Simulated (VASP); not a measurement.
The system is BN (rocksalt type).

```
B N
1.0
     0.00000    2.15443    2.15443
     2.15443    0.00000    2.15443
     2.15443    2.15443    0.00000
B N
1 1
Direct
  0.00000 0.00000 0.00000
  0.50000 0.50000 0.50000
```

| Item | Value |
| --- | --- |
| Program | VASP 6.6.1 |
| Task | relaxation of cell and atoms |
| Functional | LDA |
| Potentials or basis | VASP PAW LDA potentials, release 64 (B, N) |
| Cutoff | 600 eV |
| k mesh | 15 × 15 × 15 |
| Occupations | fermi-dirac, width 0.05 eV |
| Spin | no spin polarisation |

At the start: pressure -67.8 GPa; volume 10.00 Å³/atom.

Where does the relaxation end?

Over 13 steps the energy falls by 1848.8 meV/atom and the volume is 5.19 Å³/atom (-48.1 %); space group Fm-3m (No. 225, to 0.05 Å).

Step by step:
| step | energy change (eV) | largest force (eV/Å) | pressure (GPa) | volume (Å³) |
| --- | --- | --- | --- | --- |
| 1 | 0.0000 | 0.0000 | -67.80 | 20.00 |
| 2 | -3.6862 | 0.0000 | 12.71 | 10.08 |
| 3 | -3.6976 | 0.0000 | 0.35 | 10.37 |
| 4 | -3.6950 | 0.0000 | -5.63 | 10.52 |
| 5 | -3.6954 | 0.0000 | -5.17 | 10.51 |
| 6 | -3.6964 | 0.0000 | -3.76 | 10.47 |
| 7 | -3.6965 | 0.0000 | -3.72 | 10.47 |
| 8 | -3.6966 | 0.0000 | -3.57 | 10.47 |
| 9 | -3.6967 | 0.0000 | -3.28 | 10.46 |
| 10 | -3.6970 | 0.0000 | -2.68 | 10.44 |
| 11 | -3.6974 | 0.0000 | -1.46 | 10.41 |
| 12 | -3.6975 | 0.0000 | 1.01 | 10.35 |
| 13 | -3.6976 | 0.0000 | -0.01 | 10.38 |

Final structure:
```yaml
crystal:
  lattice:
    - [0.00000, 1.73116, 1.73116]
    - [1.73116, 0.00000, 1.73116]
    - [1.73116, 1.73116, 0.00000]
  atoms:
    - { symbol: B, position: [0.00000, 0.00000, 0.00000] }
    - { symbol: N, position: [0.50000, 0.50000, 0.50000] }
```

Caveat: the volume moved by over 15 % at a fixed basis, so the end points are rough.
